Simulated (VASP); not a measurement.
The system is SnTe2.

```xyz
3
Lattice="0.0000 3.5514 3.5514 3.5514 0.0000 3.5514 3.5514 3.5514 0.0000" Properties=species:S:1:pos:R:3 pbc="T T T"
Sn    0.0000    0.0000    0.0000
Te    1.7757    1.7757    1.7757
Te    5.3271    5.3271    5.3271
```

```yaml
Program: VASP 6.6.1
Task: relaxation of cell and atoms
Functional: PBE
Potentials_or_basis: VASP PAW PBE potentials, release 64 (Sn_d, Te)
Cutoff: 600 eV
k_mesh: 4 × 4 × 4
Occupations: gaussian, width 0.1 eV
Spin: no spin polarisation
```

At the start: pressure 7.3 GPa; volume 29.86 Å³/atom.

Question: How do energy, volume and symmetry change on relaxing?

Answer: Over 3 steps the energy falls by 94.3 meV/atom and the volume is 34.57 Å³/atom (+15.8 %); space group Fm-3m (No. 225, to 0.05 Å).

Step by step:
```tsv
step	energy change (eV)	largest force (eV/Å)	pressure (GPa)	volume (Å³)
1	0.0000	0.0000	7.26	89.58
2	-0.2634	0.0000	-1.36	108.29
3	-0.2829	0.0000	0.05	103.72
```

Final structure:
```
CELL_PARAMETERS angstrom
0.00000 3.72911 3.72911
3.72911 0.00000 3.72911
3.72911 3.72911 0.00000
ATOMIC_POSITIONS crystal
Sn 0.00000 0.00000 0.00000
Te 0.25000 0.25000 0.25000
Te 0.75000 0.75000 0.75000
```

Caveat: the k points lie up to 0.36 Å⁻¹ apart in the final cell; the volume moved by over 15 % at a fixed basis, so the end points are rough.
